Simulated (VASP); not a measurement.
Here is a VASP 6.6.1 calculation.

POSCAR

```
BP
1.0
    0.0000000000      2.3630960000      2.3630960000
    2.3630960000      0.0000000000      2.3630960000
    2.3630960000      2.3630960000      0.0000000000
B P
1 1
Direct
    0.0000000000      0.0000000000      0.0000000000
    0.2500000000      0.2500000000      0.2500000000
```

Contents of INCAR.step1:

```
ALGO = Normal
EDIFF = 1E-5
ENCUT = 550
GGA = PE
GGA_COMPAT = F
ISMEAR = -1
LASPH = T
LCHARG = F
LREAL = F
LWAVE = T
NBANDS = 11
NELM = 120
PREC = Accurate
SIGMA = 0.0716
```

The input INCAR.step2:

```
ALGO = Normal
EDIFF = 1E-6
ENCUT = 550
GGA_COMPAT = F
ISIF = 2
ISMEAR = -1
ISTART = 1
LASPH = T
LCHARG = T
LELF = T
LMIXTAU = T
LREAL = F
LVHAR = T
LWAVE = F
METAGGA = R2SCAN
NBANDS = 11
NELM = 120
PREC = Accurate
SIGMA = 0.0716
```

KPOINTS

```
k-points
0
Gamma
  9 9 9
```

Potentials or basis: VASP PAW PBE potentials, release 64 (B, P).

Launch:

```console
$ cat potpaw_PBE.64/B/POTCAR potpaw_PBE.64/P/POTCAR > POTCAR
$ cp INCAR.step1 INCAR
$ mpirun -np 1 vasp_std > vasp.out
$ cp INCAR.step2 INCAR
$ mpirun -np 1 vasp_std > vasp.out
```

Task: Predict the band gap on the k mesh.

Result: 1.64 eV, indirect (least direct gap 3.49 eV).

Task: What does it give for the pressure?

Result: -16.9 GPa.

Caveat: the PAW data sets were made with another functional, which shifts forces and pressure a little. A k mesh can miss the band edges.
